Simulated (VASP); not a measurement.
# La2NbO5 (I-4m2) in VASP: notebook, part 2 of 3

VASP 6.6.1.

### 3 Single point, PBE

This run uses another cell than the first one, of 15.93 Å³/atom.

File INCAR:

```
PREC = Accurate ; ENCUT = 520
EDIFF = 1E-6 ; ISMEAR = 0
SIGMA = 0.15 ; LREAL = False
LASPH = True ; NELM = 100
ALGO = Normal ; ISIF = 2
LWAVE = False ; LCHARG = False
GGA = PE ; NBANDS = 42
```

File KPOINTS:

```
regular mesh
0
Gamma
  3 3 3
```

File POSCAR:

```
La2NbO5
1.0
   -2.2457503148      2.2457503148      6.3186972496
    2.2457503148     -2.2457503148      6.3186972496
    2.2457503148      2.2457503148     -6.3186972496
La Nb O
2 1 5
Direct
    0.2500000000      0.7500000000      0.5000000000
    0.0000000000      0.0000000000      0.0000000000
    0.7500000000      0.2500000000      0.5000000000
    0.7807296242      0.7807296242      0.0000000000
    0.2192703758      0.2192703758      0.0000000000
    0.6003372471      0.1003372471      0.5000000000
    0.8996627529      0.3996627529      0.5000000000
    0.5000000000      0.5000000000      0.0000000000
```

Potentials or basis: VASP PAW PBE potentials, release 64 (La, Nb_sv, O).

Run with:

```sh
$ cat potpaw_PBE.64/La/POTCAR potpaw_PBE.64/Nb_sv/POTCAR potpaw_PBE.64/O/POTCAR > POTCAR
$ mpirun -np 1 vasp_std > vasp.out
```

OUTCAR:

```text
PREC = Accurate
   ENCUT = 520
   EDIFF = 1E-6
   ISMEAR = 0
   LREAL = False
   LASPH = True
   NELM = 100
   ISIF = 2
   GGA = PE

 ion  position               nearest neighbor table
   1  0.250  0.750  0.500-   4 2.28   5 2.28   4 2.28   5 2.28   3 3.18   3 3.18   3 3.18   3 3.18

   2  0.000  0.000  0.000-   6 2.58   7 2.58   6 2.58   7 2.58   5 2.77   4 2.77
   3  0.750  0.250  0.500-   6 1.89   7 1.89   4 2.28   5 2.28   4 2.28   5 2.28   1 3.18   1 3.18
                             1 3.18   1 3.18
   4  0.781  0.781  0.000-   1 2.28   3 2.28   3 2.28   1 2.28   2 2.77
   5  0.219  0.219  0.000-   3 2.28   1 2.28   1 2.28   3 2.28   2 2.77
   6  0.600  0.100  0.500-   3 1.89   2 2.58   2 2.58
   7  0.900  0.400  0.500-   3 1.89   2 2.58   2 2.58
   8  0.500  0.500  0.000-

  LATTYP: Found a body centered tetragonal cell.
 ALAT       =     4.4915006296
 C/A-ratio  =     2.8136241184

  Lattice vectors:

 A1 = (  -2.2457503148,   2.2457503148,   6.3186972496)
 A2 = (   2.2457503148,  -2.2457503148,   6.3186972496)
 A3 = (   2.2457503148,   2.2457503148,  -6.3186972496)

Analysis of symmetry for initial positions (statically):
=====================================================================
 Subroutine PRICEL returns:
 Original cell was already a primitive cell.

 Routine SETGRP: Setting up the symmetry group for a
 body centered tetragonal supercell.

 Subroutine GETGRP returns: Found  8 space group operations
 (whereof  8 operations were pure point group operations)
 out of a pool of 16 trial point group operations.

The static configuration has the point symmetry D_2d.

Analysis of symmetry for dynamics (positions and initial velocities):
=====================================================================
 Subroutine PRICEL returns:
 Original cell was already a primitive cell.

[... 122 lines left out ...]
  Fermi-wavevector in a.u.,A,eV,Ry     =   1.307904  2.471580 23.274293  1.710612
  Thomas-Fermi vector in A             =   2.438607
   LORBIT       =      0    0 simple, 1 ext, 2 COOP (PROOUT), +10 PAW based schemes
   GGA     = PE    functional components
   LHFCALC =     F    Hartree Fock is set to
   AEXX    =    0.0000 exact exchange contribution
   IVDW    =     0    specifies the selected vdW correction
   LEPSILON=     F    determine dielectric tensor
   LRPA    =     F    only Hartree local field effects (RPA)
 non-spin polarized calculation
 Gauss-broadening in eV      SIGMA  =   0.15
  energy-cutoff  :      520.00
  volume of cell :      127.47
 maximum number of plane-waves:      3444
 NGX is ok and might be reduce to    54
   NGX = 27   NGY = 27   NGZ = 27

 number of electron      64.9999999 magnetization

 Free energy of the ion-electron system (eV)
  ---------------------------------------------------
  ext. energy  EPLUGINS =         0.00000000
  ---------------------------------------------------
  free energy    TOTEN  =       -62.48805207 eV

  energy without entropy =      -62.45916350  energy(sigma->0) =      -62.47360778

 E-fermi :   7.0329     XC(G=0): -10.3641

 val. band max:        6.9979254314   @ k =  -0.3333   0.3333   0.0000
 cond. band min:       7.2058974232   @ k =  -0.3333   0.3333   0.0000
 fundamental gap:      0.2079719918
 Fermi energy:         7.0329459145

 k-point     1 :       0.0000    0.0000    0.0000
  band No.  band energies     occupation
      1     -48.9493      2.00000
      2     -25.5251      2.00000
      3     -25.3175      2.00000
      4     -25.3138      2.00000
      5     -25.0685      2.00000
      6     -25.0685      2.00000
[... 259 lines left out ...]
     41       9.3088      0.00000
     42       9.3801      0.00000

------------------------ aborting loop because EDIFF is reached ----------------------------------------

  FORCE on cell =-STRESS in cart. coord.  units (eV):
  Direction    XX          YY          ZZ          XY          YZ          ZX
  --------------------------------------------------------------------------------------
  -------------------------------------------------------------------------------------
  Total       -0.1375733     -0.1375733      0.5160104      0.0000000      0.0000000      0.0000000
  in kB       -1.7291569     -1.7291569      6.4857249      0.0000000      0.0000000      0.0000000
  external PRESSURE =       1.0091370 kB  Pullay stress =       0.0000000 kB

 VOLUME and BASIS-vectors are now :
 -----------------------------------------------------------------------------
  energy-cutoff  :      520.00
  volume of cell :      127.47
      direct lattice vectors                 reciprocal lattice vectors
    -2.245750315  2.245750315  6.318697250     0.000000000  0.222642738  0.079130235
     2.245750315 -2.245750315  6.318697250     0.222642738  0.000000000  0.079130235
     2.245750315  2.245750315 -6.318697250     0.222642738  0.222642738  0.000000000

 POSITION                                       TOTAL-FORCE (eV/Angst)
 -----------------------------------------------------------------------------------
      2.24575      0.00000      3.15935         0.000000     -0.000000      0.000000
      0.00000      0.00000      0.00000         0.000000     -0.000000      0.000000
      0.00000      2.24575      3.15935         0.000000     -0.000000      0.000000
      0.00000      0.00000      9.86639        -0.000000      0.000000      0.009037
      0.00000      0.00000      2.77101        -0.000000      0.000000     -0.009037
      0.00000      2.24575      1.26800         0.000000     -0.000000      0.029846
      0.00000      2.24575      5.05070        -0.000000     -0.000000     -0.029846
      0.00000      0.00000      6.31870         0.000000     -0.000000      0.000000
 -----------------------------------------------------------------------------------
    total drift:                                0.000000     -0.000000     -0.000000

  FREE ENERGIE OF THE ION-ELECTRON SYSTEM (eV)
  ---------------------------------------------------
  free  energy   TOTEN  =       -62.4880520662 eV

  energy  without entropy=      -62.4591634958  energy(sigma->0) =      -62.47360778
```

OSZICAR:

```text
N       E                     dE             d eps       ncg     rms          rms(c)
DAV:   1     0.928323845980E+03    0.92832E+03   -0.26198E+04   520   0.227E+03
DAV:   2     0.207292080071E+03   -0.72103E+03   -0.65822E+03   568   0.485E+02
DAV:   3    -0.189079835642E+02   -0.22620E+03   -0.21740E+03   714   0.268E+02
[... 15 lines left out ...]
DAV:  19    -0.624881208248E+02    0.21638E-03   -0.38551E-04   960   0.110E-01    0.761E-02
DAV:  20    -0.624880512078E+02    0.69617E-04   -0.27288E-04   864   0.771E-02    0.200E-02
DAV:  21    -0.624880515964E+02   -0.38865E-06   -0.43700E-05   904   0.386E-02    0.332E-03
DAV:  22    -0.624880526644E+02   -0.10680E-05   -0.35729E-06   568   0.149E-02    0.654E-03
DAV:  23    -0.624880520662E+02    0.59821E-06   -0.71732E-07   432   0.113E-02
   1 F= -.62488052E+02 E0= -.62473608E+02  d E =-.288886E-01
```

Run time: 100 s. Hardware: 1 thread of Intel Xeon 6975P-C (Granite Rapids), shared host; peak memory 0.41 GiB.

What came out:

```yaml
Free_energy: -62.4881 eV
Pressure: 0.1 GPa
Largest_force: 0.030 eV/Å
Band_gap_on_the_k_mesh: zero (an odd number of electrons rules out a gap without spin polarisation)
```

Forces on the atoms (eV/Å):
```
La   0.000  0.000  0.000
La   0.000  0.000  0.000
Nb   0.000  0.000  0.000
O    0.000  0.000  0.009
O    0.000  0.000 -0.009
O    0.000  0.000  0.030
O    0.000  0.000 -0.030
O    0.000  0.000  0.000
```

Stress tensor (GPa, compression positive):
```
-0.17  0.00  0.00
 0.00 -0.17  0.00
 0.00  0.00  0.65
```

Levels at points of the mesh, in eV from the Fermi level:
```csv
k point,band 31,band 32,band 33,band 34,band 35,band 36
"(0.00, 0.00, 0.00)",-0.59,-0.27,-0.27,0.95,1.79,1.88
```

Caveat: the k points lie up to 0.49 Å⁻¹ apart, too coarse for converged energies and pressures of a metal; spin-orbit coupling is left out, which moves the levels of the heavy elements; an odd number of electrons without spin polarisation forces a metal; a magnetic or distorted state may lie lower.

### 4 Single point, PBE (with an interstitial atom)

File INCAR:

```
ALGO = Normal ; EDIFF = 1E-6
ENCUT = 520 ; GGA = PE
ISIF = 2 ; ISMEAR = 0
LASPH = True ; LCHARG = False
LREAL = False ; LWAVE = False
NBANDS = 42 ; NELM = 100
PREC = Accurate ; SIGMA = 0.15
```

File KPOINTS:

```
k-points
0
Gamma
  4 4 4
```

File POSCAR:

```
La2NbO5
1.0
   -2.0078142871      2.0078142871      7.0847257704
    2.0078142871     -2.0078142871      7.0847257704
    2.0078142871      2.0078142871     -7.0847257704
La Nb O
2 1 5
Direct
    0.3398462515      0.3398462515      0.0000000000
    0.6601537485      0.6601537485      0.0000000000
    0.0000000000      0.0000000000      0.0000000000
   -0.0056751753      0.4943248247      0.5000000000
    0.5056751753      0.0056751753      0.5000000000
    0.1385406417      0.1385406417      0.0000000000
    0.8614593583      0.8614593583      0.0000000000
    0.2500000000      0.7500000000      0.5000000000
```

Potentials or basis: VASP PAW PBE potentials, release 64 (La, Nb_sv, O).

Run with:

```sh
$ cat potpaw_PBE.64/La/POTCAR potpaw_PBE.64/Nb_sv/POTCAR potpaw_PBE.64/O/POTCAR > POTCAR
$ mpirun -np 1 vasp_std > vasp.out
```

OUTCAR:

```text
EDIFF = 1E-6
   ENCUT = 520
   GGA = PE
   ISIF = 2
   ISMEAR = 0
   LASPH = True
   LREAL = False
   NELM = 100
   PREC = Accurate

 ion  position               nearest neighbor table
   1  0.340  0.340  0.000-   8 2.38   8 2.38
   2  0.660  0.660  0.000-   8 2.38   8 2.38
   3  0.000  0.000  0.000-   6 1.96   7 1.96   5 2.01   4 2.01   5 2.01   4 2.01
   4  0.994  0.494  0.500-   3 2.01   3 2.01
   5  0.506  0.006  0.500-   3 2.01   3 2.01
   6  0.139  0.139  0.000-   3 1.96
   7  0.861  0.861  0.000-   3 1.96
   8  0.250  0.750  0.500-   1 2.38   2 2.38   1 2.38   2 2.38

  LATTYP: Found a body centered tetragonal cell.
 ALAT       =     4.0156285742
 C/A-ratio  =     3.5285762313

  Lattice vectors:

 A1 = (  -2.0078142871,   2.0078142871,   7.0847257704)
 A2 = (   2.0078142871,  -2.0078142871,   7.0847257704)
 A3 = (   2.0078142871,   2.0078142871,  -7.0847257704)

Analysis of symmetry for initial positions (statically):
=====================================================================
 Subroutine PRICEL returns:
 Original cell was already a primitive cell.

 Routine SETGRP: Setting up the symmetry group for a
 body centered tetragonal supercell.

 Subroutine GETGRP returns: Found  8 space group operations
 (whereof  8 operations were pure point group operations)
 out of a pool of 16 trial point group operations.

The static configuration has the point symmetry D_2d.

Analysis of symmetry for dynamics (positions and initial velocities):
=====================================================================
 Subroutine PRICEL returns:
 Original cell was already a primitive cell.

 Routine SETGRP: Setting up the symmetry group for a
 body centered tetragonal supercell.

 Subroutine GETGRP returns: Found  8 space group operations
 (whereof  8 operations were pure point group operations)
 out of a pool of 16 trial point group operations.

The dynamic configuration has the point symmetry D_2d.

 Subroutine INISYM returns: Found  8 space group operations
 (whereof  8 operations are pure point group operations),
 and found     1 'primitive' translations

----------------------------------------------------------------------------------------

                                     Primitive cell

  volume of cell :     114.2431

  direct lattice vectors                    reciprocal lattice vectors
    -2.007814287  2.007814287  7.084725770     0.000000000  0.249027016  0.070574362
     2.007814287 -2.007814287  7.084725770     0.249027016  0.000000000  0.070574362
     2.007814287  2.007814287 -7.084725770     0.249027016  0.249027016  0.000000000

  length of vectors
     7.632560230  7.632560230  7.632560230     0.258834300  0.258834300  0.352177383

  position of ions in fractional coordinates (direct lattice)
     0.339846251  0.339846251  0.000000000
     0.660153749  0.660153749  0.000000000
     0.000000000  0.000000000  0.000000000
     0.994324825  0.494324825  0.500000000
     0.505675175  0.005675175  0.500000000
     0.138540642  0.138540642  0.000000000
[... 36 lines left out ...]
 ===========================================

 Found     13 irreducible k-points:

 Following reciprocal coordinates:
            Coordinates               Weight
  0.000000  0.000000  0.000000      1.000000
  0.250000  0.000000  0.000000      8.000000
  0.500000  0.000000  0.000000      4.000000
  0.250000  0.250000  0.000000      8.000000
  0.500000  0.250000 -0.000000     16.000000
 -0.250000  0.250000  0.000000      4.000000
  0.500000  0.500000  0.000000      2.000000
  0.250000  0.250000  0.250000      2.000000
 -0.250000  0.250000  0.250000      4.000000
  0.500000  0.500000  0.250000      4.000000
 -0.250000  0.500000  0.250000      8.000000
 -0.250000 -0.250000  0.250000      2.000000
  0.500000  0.500000  0.500000      1.000000
   k-points           NKPTS =     13   k-points in BZ     NKDIM =     13   number of bands    NBANDS=     42
   number of dos      NEDOS =    301   number of ions     NIONS =      8
   total plane-waves  NPLWV = 216000
   dimension x,y,z NGX =    60 NGY =   60 NGZ =   60
   dimension x,y,z NGXF=   120 NGYF=  120 NGZF=  120
   ions per type =               2   1   5
   NGX,Y,Z   is equivalent  to a cutoff of  13.07, 13.07, 13.07 a.u.
   NGXF,Y,Z  is equivalent  to a cutoff of  26.14, 26.14, 26.14 a.u.
 SYSTEM =  unknown system
   PREC   = accura    normal or accurate (medium, high low for compatibility)
   ISTART =      0    job   : 0-new  1-cont  2-samecut
   ICHARG =      2    charge: 1-file 2-atom 10-const
   ISPIN  =      1    spin polarized calculation?
   LNONCOLLINEAR =      F non collinear calculations
   LSORBIT =      F    spin-orbit coupling
   LASPH  =      T    aspherical Exc in radial PAW
   ENCUT  =  520.0 eV  38.22 Ry    6.18 a.u.  14.19 14.19 14.19*2*pi/ulx,y,z
   NELM   =    100;   NELMIN=  2; NELMDL= -5     # of ELM steps
   EDIFF  = 0.1E-05   stopping-criterion for ELM
   LREAL  =      F    real-space projection
[... 7 lines left out ...]
   TEBEG  =    0.0;   TEEND  =   0.0 temperature during run
   PSTRESS=    0.0 pullay stress
   NELECT =      65.0000    total number of electrons
   NUPDOWN=      -1.0000    fix difference up-down
   EMIN   =  10.00;   EMAX   =-10.00  energy-range for DOS
   EFERMI =   0.00;   METHOD = LEGACY
   ISMEAR =     0;   SIGMA  =   0.15  broadening in eV -4-tet -1-fermi 0-gaus
   EFERMI_NEDOS =   21; number of points for ismear=-14 and -15
   IALGO  =     38    algorithm
   IMIX   =      4    mixing-type and parameters
     AMIX     =   0.40;   BMIX     =  1.00
     AMIX_MAG =   1.60;   BMIX_MAG =  1.00
  volume/ion in A,a.u.               =      14.28        96.37
  Fermi-wavevector in a.u.,A,eV,Ry     =   1.356550  2.563508 25.037833  1.840229
  Thomas-Fermi vector in A             =   2.483544
   LORBIT       =      0    0 simple, 1 ext, 2 COOP (PROOUT), +10 PAW based schemes
   GGA     = PE    functional components
   LHFCALC =     F    Hartree Fock is set to
   AEXX    =    0.0000 exact exchange contribution
   IVDW    =     0    specifies the selected vdW correction
   LEPSILON=     F    determine dielectric tensor
   LRPA    =     F    only Hartree local field effects (RPA)
 non-spin polarized calculation
 Gauss-broadening in eV      SIGMA  =   0.15
  energy-cutoff  :      520.00
  volume of cell :      114.24
 maximum number of plane-waves:      3139
 NGX is ok and might be reduce to    60
   NGX = 29   NGY = 29   NGZ = 29

 number of electron      65.0000001 magnetization

 Free energy of the ion-electron system (eV)
  ---------------------------------------------------
  ext. energy  EPLUGINS =         0.00000000
  ---------------------------------------------------
  free energy    TOTEN  =       -68.08832444 eV

  energy without entropy =      -68.01959270  energy(sigma->0) =      -68.05395857

 E-fermi :   9.4183     XC(G=0): -11.0260

 val. band max:        9.4164276867   @ k =  -0.2500   0.2500   0.0000
 cond. band min:       9.4768193699   @ k =  -0.2500   0.5000   0.2500
 fundamental gap:      0.0603916832
 Fermi energy:         9.4182855058

 k-point     1 :       0.0000    0.0000    0.0000
  band No.  band energies     occupation
      1     -47.7533      2.00000
      2     -24.0268      2.00000
      3     -23.9057      2.00000
      4     -23.8949      2.00000
      5     -23.8949      2.00000
      6     -23.7129      2.00000
[... 574 lines left out ...]
     41      11.1831      0.00000
     42      11.2166      0.00000

------------------------ aborting loop because EDIFF is reached ----------------------------------------

  FORCE on cell =-STRESS in cart. coord.  units (eV):
  Direction    XX          YY          ZZ          XY          YZ          ZX
  --------------------------------------------------------------------------------------
  -------------------------------------------------------------------------------------
  Total       -0.3292494     -0.3292494      0.1772880      0.0000000      0.0000000     -0.0000000
  in kB       -4.6174848     -4.6174848      2.4863359      0.0000000      0.0000000     -0.0000000
  external PRESSURE =      -2.2495445 kB  Pullay stress =       0.0000000 kB

 VOLUME and BASIS-vectors are now :
 -----------------------------------------------------------------------------
  energy-cutoff  :      520.00
  volume of cell :      114.24
      direct lattice vectors                 reciprocal lattice vectors
    -2.007814287  2.007814287  7.084725770     0.000000000  0.249027016  0.070574362
     2.007814287 -2.007814287  7.084725770     0.249027016  0.000000000  0.070574362
     2.007814287  2.007814287 -7.084725770     0.249027016  0.249027016  0.000000000

 POSITION                                       TOTAL-FORCE (eV/Angst)
 -----------------------------------------------------------------------------------
      0.00000      0.00000      4.81543        -0.000000      0.000000     -0.045797
      0.00000      0.00000      9.35402        -0.000000      0.000000      0.045797
      0.00000      0.00000      0.00000         0.000000     -0.000000     -0.000000
     -0.00000      2.00781      7.00431        -0.000000     -0.000000     -0.004172
      0.00000      2.00781      0.08041         0.000000     -0.000000      0.004172
      0.00000      0.00000      1.96304         0.000000     -0.000000      0.020725
      0.00000      0.00000     12.20641         0.000000     -0.000000     -0.020725
      2.00781      0.00000      3.54236         0.000000     -0.000000      0.000000
 -----------------------------------------------------------------------------------
    total drift:                               -0.000000      0.000000     -0.000000

  FREE ENERGIE OF THE ION-ELECTRON SYSTEM (eV)
  ---------------------------------------------------
  free  energy   TOTEN  =       -68.0883244387 eV

  energy  without entropy=      -68.0195927022  energy(sigma->0) =      -68.05395857
```

Run time: 2.8 min. Hardware: 1 thread of Intel Xeon 6975P-C (Granite Rapids), shared host; peak memory 0.49 GiB.

Results:

| Item | Value |
| --- | --- |
| Free energy | -68.0883 eV |
| Pressure | -0.2 GPa |
| Largest force | 0.046 eV/Å |
| Band gap on the k mesh | zero (an odd number of electrons rules out a gap without spin polarisation) |

Forces on the atoms (eV/Å):
```
La   0.000  0.000 -0.046
La   0.000  0.000  0.046
Nb   0.000  0.000  0.000
O    0.000  0.000 -0.004
O    0.000  0.000  0.004
O    0.000  0.000  0.021
O    0.000  0.000 -0.021
O    0.000  0.000  0.000
```

Caveat: the k points lie up to 0.41 Å⁻¹ apart, too coarse for converged energies and pressures of a metal; the cell differs from its parent crystal (with an interstitial atom); spin-orbit coupling is left out, which moves the levels of the heavy elements; an odd number of electrons without spin polarisation forces a metal; a magnetic or distorted state may lie lower.

(Part 2 of 3 ends here.)

The gap in the log of VASP goes by the Fermi energy; the results here count the filled bands.